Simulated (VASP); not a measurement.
# LiH (Fm-3m) in VASP: dielectric tensor with PBE

Aim: the dielectric tensor of LiH with PBE.

All numbers are computed with VASP 6.6.1; they aren't measurements. Logs are shortened: lines on timing, memory, paths and dates and some standing lists are left out, and cuts for length are marked.

## (1) The cell of the first run

The structure is cubic, space group Fm-3m (No. 225). Conventional cell: a = 4.007 Å, b = 4.007 Å, c = 4.007 Å, α = 90.00°, β = 90.00°, γ = 90.00°. Within 2.7 Å of Li (site symmetry m-3m) lie 6 H at 2.00 Å. Within 2.7 Å of H (site symmetry m-3m) lie 6 Li at 2.00 Å.

## (2) Dielectric tensor, PBE

INCAR

```
ALGO     = Normal         # electronic algorithm
EDIFF    = 1E-8           # SCF threshold, eV
ENCUT    = 520            # plane-wave cutoff, eV
GGA      = PE             # functional
ISIF     = 2              # what is computed and relaxed
ISMEAR   = 0              # smearing method
LASPH    = T              # aspherical terms in the spheres
LCHARG   = F              # write CHGCAR
LEPSILON = T              # dielectric tensor by DFPT
LREAL    = F              # projectors in reciprocal space
LWAVE    = F              # write WAVECAR
NELM     = 60             # most SCF steps
PREC     = Accurate       # precision mode
SIGMA    = 0.01           # smearing width, eV
```

KPOINTS

```
k-points
0
Gamma
  10 10 10
```

POSCAR

```
LiH
1.0
    0.0000000000      2.0035500380      2.0035500380
    2.0035500380      0.0000000000      2.0035500380
    2.0035500380      2.0035500380      0.0000000000
Li H
1 1
Direct
    0.0000000000      0.0000000000      0.0000000000
    0.5000000000      0.5000000000      0.5000000000
```

Potentials or basis: VASP PAW PBE potentials, release 64 (Li_sv, H).

Started as:

```sh
cat potpaw_PBE.64/Li_sv/POTCAR potpaw_PBE.64/H/POTCAR > POTCAR
mpirun -np 1 vasp_std > vasp.out
```

OUTCAR:

```text
EDIFF = 1E-8
   ENCUT = 520
   GGA = PE
   ISIF = 2
   ISMEAR = 0
   LASPH = T
   LEPSILON = T
   LREAL = F
   NELM = 60
   PREC = Accurate

 ion  position               nearest neighbor table
   1  0.000  0.000  0.000-
   2  0.500  0.500  0.500-

  LATTYP: Found a face centered cubic cell.
 ALAT       =     4.0071000760

  Lattice vectors:

 A1 = (   0.0000000000,   2.0035500380,   2.0035500380)
 A2 = (   2.0035500380,   0.0000000000,   2.0035500380)
 A3 = (   2.0035500380,   2.0035500380,   0.0000000000)

Analysis of symmetry for initial positions (statically):
=====================================================================
 Subroutine PRICEL returns:
 Original cell was already a primitive cell.

 Routine SETGRP: Setting up the symmetry group for a
 face centered cubic supercell.

 Subroutine GETGRP returns: Found 48 space group operations
 (whereof 48 operations were pure point group operations)
 out of a pool of 48 trial point group operations.

The static configuration has the point symmetry O_h .

Analysis of symmetry for dynamics (positions and initial velocities):
=====================================================================
 Subroutine PRICEL returns:
 Original cell was already a primitive cell.

 Routine SETGRP: Setting up the symmetry group for a
 face centered cubic supercell.

 Subroutine GETGRP returns: Found 48 space group operations
 (whereof 48 operations were pure point group operations)
 out of a pool of 48 trial point group operations.

The dynamic configuration has the point symmetry O_h .

 Subroutine INISYM returns: Found 48 space group operations
 (whereof 48 operations are pure point group operations),
 and found     1 'primitive' translations

----------------------------------------------------------------------------------------

                                     Primitive cell

  volume of cell :      16.0854

  direct lattice vectors                    reciprocal lattice vectors
     0.000000000  2.003550038  2.003550038    -0.249557032  0.249557032  0.249557032
     2.003550038  0.000000000  2.003550038     0.249557032 -0.249557032  0.249557032
     2.003550038  2.003550038  0.000000000     0.249557032  0.249557032 -0.249557032

  length of vectors
     2.833447637  2.833447637  2.833447637     0.432245458  0.432245458  0.432245458

  position of ions in fractional coordinates (direct lattice)
     0.000000000  0.000000000  0.000000000
     0.500000000  0.500000000  0.500000000

  ion indices of the primitive-cell ions
   primitive index   ion index
                 1           1
                 2           2

----------------------------------------------------------------------------------------

 KPOINTS: k-points

Automatic generation of k-mesh.
 Grid dimensions read from file:
 generate k-points for:   10   10   10

 Generating k-lattice:

  Cartesian coordinates                     Fractional coordinates (reciprocal lattice)
    -0.024955703  0.024955703  0.024955703     0.100000000  0.000000000  0.000000000
     0.024955703 -0.024955703  0.024955703     0.000000000  0.100000000  0.000000000
     0.024955703  0.024955703 -0.024955703     0.000000000  0.000000000  0.100000000

  Length of vectors
     0.043224546  0.043224546  0.043224546

  Shift w.r.t. Gamma in fractional coordinates (k-lattice)
     0.000000000  0.000000000  0.000000000

 Subroutine IBZKPT returns following result:
 ===========================================

 Found     47 irreducible k-points:
[... 67 lines left out ...]
  volume/ion in A,a.u.               =       8.04        54.27
  Fermi-wavevector in a.u.,A,eV,Ry     =   1.029480  1.945435 14.419854  1.059829
  Thomas-Fermi vector in A             =   2.163530
   LORBIT       =      0    0 simple, 1 ext, 2 COOP (PROOUT), +10 PAW based schemes
   GGA     = PE    functional components
   LHFCALC =     F    Hartree Fock is set to
   AEXX    =    0.0000 exact exchange contribution
   IVDW    =     0    specifies the selected vdW correction
   LEPSILON=     T    determine dielectric tensor
   LRPA    =     F    only Hartree local field effects (RPA)
 non-spin polarized calculation
 Gauss-broadening in eV      SIGMA  =   0.01
  energy-cutoff  :      520.00
  volume of cell :       16.09
 maximum number of plane-waves:       444
 NGX is ok and might be reduce to    24
   NGX = 11   NGY = 11   NGZ = 11

--------------------------------------- Ionic step        1  -------------------------------------------

 number of electron       3.9999995 magnetization

 E-fermi :   0.2825     XC(G=0):  -8.5150

 val. band max:        0.0962307752   @ k =   0.5000   0.5000   0.0000
 cond. band min:       3.0747169607   @ k =   0.5000   0.5000   0.0000
 fundamental gap:      2.9784861855
 Fermi energy:         0.2824727977

 k-point     1 :       0.0000    0.0000    0.0000
  band No.  band energies     occupation
      1     -44.1932      2.00000
      2      -5.3410      2.00000
      3      16.2056      0.00000
      4      17.9983      0.00000
      5      17.9983      0.00000
      6      17.9983      0.00000
[... 199 lines left out ...]
 k-point    24 :       0.4000    0.3000    0.0000
  band No.  band energies     occupation
      1     -44.1443      2.00000
      2      -2.2222      2.00000
      3       6.7882      0.00000
      4      10.5765      0.00000
      5      11.9030      0.00000
      6      16.3382      0.00000

 [... further k-points ...]

  FORCE on cell =-STRESS in cart. coord.  units (eV):
  Direction    XX          YY          ZZ          XY          YZ          ZX
  --------------------------------------------------------------------------------------
  -------------------------------------------------------------------------------------
  Total       -0.0248889     -0.0248889     -0.0248889     -0.0000000     -0.0000000      0.0000000
  in kB       -2.4790508     -2.4790508     -2.4790508     -0.0000000     -0.0000000      0.0000000
  external PRESSURE =      -2.4790508 kB  Pullay stress =       0.0000000 kB

 VOLUME and BASIS-vectors are now :
 -----------------------------------------------------------------------------
  energy-cutoff  :      520.00
  volume of cell :       16.09
      direct lattice vectors                 reciprocal lattice vectors
     0.000000000  2.003550038  2.003550038    -0.249557032  0.249557032  0.249557032
     2.003550038  0.000000000  2.003550038     0.249557032 -0.249557032  0.249557032
     2.003550038  2.003550038  0.000000000     0.249557032  0.249557032 -0.249557032

 POSITION                                       TOTAL-FORCE (eV/Angst)
 -----------------------------------------------------------------------------------
      0.00000      0.00000      0.00000        -0.000000     -0.000000      0.000000
      2.00355      2.00355      2.00355         0.000000      0.000000     -0.000000
 -----------------------------------------------------------------------------------
    total drift:                                0.000000     -0.000000     -0.000000

  FREE ENERGIE OF THE ION-ELECTRON SYSTEM (eV)
  ---------------------------------------------------
  free  energy   TOTEN  =        -6.1270708622 eV

  energy  without entropy=       -6.1270708622  energy(sigma->0) =       -6.12707086

 HEAD OF MICROSCOPIC STATIC DIELECTRIC TENSOR (INDEPENDENT PARTICLE, excluding Hartree and local field effects)
 ------------------------------------------------------
           4.458852     0.000000     0.000000
           0.000000     4.458852    -0.000000
           0.000000    -0.000000     4.458852
 ------------------------------------------------------

 Free energy of the ion-electron system (eV)
  ---------------------------------------------------
  ---------------------------------------------------
  free energy    TOTEN  =        -0.17171112 eV

  energy without entropy =       -0.17171112

------------------------ aborting loop because EDIFF is reached ----------------------------------------

--------------------------------------- Ionic step        2  -------------------------------------------

------------------------ aborting loop because EDIFF is reached ----------------------------------------

--------------------------------------- Ionic step        3  -------------------------------------------

 Free energy of the ion-electron system (eV)
  ---------------------------------------------------
  ---------------------------------------------------
  free energy    TOTEN  =        -0.17171110 eV

  energy without entropy =       -0.17171110

------------------------ aborting loop because EDIFF is reached ----------------------------------------

 PIEZOELECTRIC TENSOR FIELD DIRECTION 3  (e Angst)
 -----------------------------------------------------------------------------
     0.00052  0.00000  0.00000           (  0.00001  0.00000  0.00000)
     0.00000  0.00052  0.00000           (  0.00000  0.00001 -0.00000)
     0.00000 -0.00000 -0.00024           (  0.00000 -0.00000  0.00000)

 PIEZOELECTRIC TENSOR FIELD DIRECTION 3  (C/m^2)
 -----------------------------------------------------------------------------
     0.00052  0.00000  0.00000
     0.00000  0.00052  0.00000
     0.00000 -0.00000 -0.00024

 MACROSCOPIC STATIC DIELECTRIC TENSOR (including local field effects in DFT)
 ------------------------------------------------------
           4.411030    -0.000000    -0.000000
          -0.000000     4.411030     0.000000
          -0.000000    -0.000000     4.411030
 ------------------------------------------------------

 PIEZOELECTRIC TENSOR (including local field effects)  for field in x, y, z        (e  Angst)
          XX          YY          ZZ          XY          YZ          ZX
  --------------------------------------------------------------------------------
  x     0.00000     0.00000     0.00000     0.00000     0.00000     0.00000
  y     0.00000     0.00000     0.00000     0.00000     0.00000     0.00000
  z     0.00000     0.00000     0.00000     0.00000     0.00000     0.00000

 PIEZOELECTRIC TENSOR (including local field effects)  for field in x, y, z        (C/m^2)
          XX          YY          ZZ          XY          YZ          ZX
  --------------------------------------------------------------------------------
  x     0.00000     0.00000     0.00000     0.00000     0.00000     0.00000
  y     0.00000     0.00000     0.00000     0.00000     0.00000     0.00000
  z     0.00000     0.00000     0.00000     0.00000     0.00000     0.00000

 BORN EFFECTIVE CHARGES (including local field effects) (in |e|, cummulative output)
 ---------------------------------------------------------------------------------
 ion    1
    1     1.02127     0.00000     0.00000
    2    -0.00000     1.02127    -0.00000
    3     0.00000    -0.00000     1.02127
 ion    2
    1    -1.02127    -0.00000    -0.00000
    2     0.00000    -1.02127     0.00000
    3    -0.00000     0.00000    -1.02127
```

It took 54 s on 1 thread of Intel Xeon 6975P-C, shared host; peak memory 0.15 GiB.

Results:

| Item | Value |
| --- | --- |
| Band gap on the k mesh | 2.98 eV, direct |
| Electronic dielectric tensor (diagonal) | 4.41 |
| Born charges (mean of the diagonal) | Li +1.02; H -1.02 e |

Electronic dielectric tensor:
```
4.41 0.00 0.00
0.00 4.41 0.00
0.00 0.00 4.41
```

Born effective charge tensors (e):
atom 1, Li
```
1.02 0.00 0.00
0.00 1.02 0.00
0.00 0.00 1.02
```
atom 2, H
```
-1.02  0.00  0.00
 0.00 -1.02  0.00
 0.00  0.00 -1.02
```

Caveat: the cutoff is under 1.25 times the usual one of these potentials, so pressure, stress and relaxed cells hold a basis-set (Pulay) error. Expect the measured gap to be larger: semilocal functionals such as PBE lack the derivative discontinuity.
